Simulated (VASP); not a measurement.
# Si16BH7: single point with PBEsol

Si16BH7, a slab with vacuum:

```xyz
24
Lattice="7.6792 0.0000 0.0000 3.8396 6.6504 0.0000 0.0000 0.0000 18.4188" Properties=species:S:1:pos:R:3 pbc="T T T"
H     1.9198    1.1084    1.0000
H     5.7594    1.1084    1.0000
H     3.8396    4.4336    1.0000
H     7.6792    4.4336    1.0000
H     3.8636   -0.0649    4.0352
H     3.6064    1.9599    8.2044
H     4.0989    3.9799    7.7908
Si    1.9198    1.1084    2.5000
Si    5.7594    1.1084    2.5000
Si    3.8396    4.4336    2.5000
Si    7.6792    4.4336    2.5000
Si   -0.0080    2.2214    3.2825
Si    3.8277    2.2477    3.2271
Si    1.9478    5.5305    3.2430
Si    5.7408    5.5241    3.2551
Si    0.1860    1.9812    5.6862
Si    3.9449    2.1600    5.5874
Si    2.1777    5.5244    5.5763
Si    5.6346    5.5508    5.6261
Si    0.0461   -0.0940    6.8606
Si    3.9101   -0.1376    5.5639
Si    1.9425    3.3754    6.4052
Si    5.9359    3.2692    5.8271
B     3.4553    2.9650    7.5570
```

```
Program                : VASP 6.6.1
Task                   : single point
Functional             : PBEsol
Potentials or basis    : VASP PAW PBE potentials, release 64 (H, Si, B)
Cutoff                 : 520 eV
k mesh                 : 2 × 2 × 1
Occupations            : gaussian, width 0.05 eV
Spin                   : no spin polarisation
Dipole correction      : no
Further INCAR settings : LREAL = Auto; ALGO = Normal; EDIFF = 1e-07; NBANDS = 55
```

The largest force is 0.515 eV/Å and the band gap on the k mesh is 0.61 eV, direct.

Forces on the atoms (eV/Å):
```
H   -0.022  0.027 -0.113
H    0.014  0.065 -0.111
H    0.047 -0.076 -0.183
H    0.001 -0.054 -0.130
H   -0.003  0.008 -0.006
H    0.015 -0.030  0.017
H    0.016  0.012 -0.009
Si  -0.185 -0.096  0.304
Si   0.021 -0.048  0.316
Si   0.066  0.162 -0.484
Si   0.061  0.011  0.352
Si   0.000 -0.003  0.007
Si  -0.002  0.001 -0.010
Si  -0.004  0.005  0.001
Si   0.002  0.007  0.002
Si   0.004 -0.001 -0.001
Si  -0.006  0.007  0.011
Si   0.006  0.002  0.016
Si  -0.008  0.010  0.009
Si   0.002 -0.004  0.013
Si  -0.011  0.012  0.012
Si  -0.012 -0.004 -0.032
Si  -0.007  0.000  0.012
B    0.006 -0.012  0.009
```

Levels at points of the mesh, in eV from the valence-band top:
| k point | band 34 | band 35 | band 36 | band 37 | band 38 | band 39 | band 40 | band 41 |
| --- | --- | --- | --- | --- | --- | --- | --- | --- |
| (0.00, 0.00, 0.00) | -0.65 | -0.42 | -0.06 | 0.00 | 0.61 | 1.01 | 1.17 | 1.35 |
| (0.50, 0.00, 0.00) | -1.00 | -0.75 | -0.66 | -0.27 | 0.72 | 1.72 | 2.02 | 2.22 |
| (0.50, 0.50, 0.00) | -0.97 | -0.71 | -0.56 | -0.30 | 0.72 | 1.70 | 1.97 | 2.36 |
| (0.00, 0.50, 0.00) | -1.22 | -0.74 | -0.50 | -0.12 | 0.85 | 1.44 | 2.15 | 2.34 |

Wall time 15 min on 1 thread of AMD EPYC 7R43 64-Core Processor (Zen 3), on a shared host, peak memory 0.92 GiB.

Caveat: the k points lie up to 0.47 Å⁻¹ apart; the PAW data sets were made with another functional, which shifts forces and pressure a little.
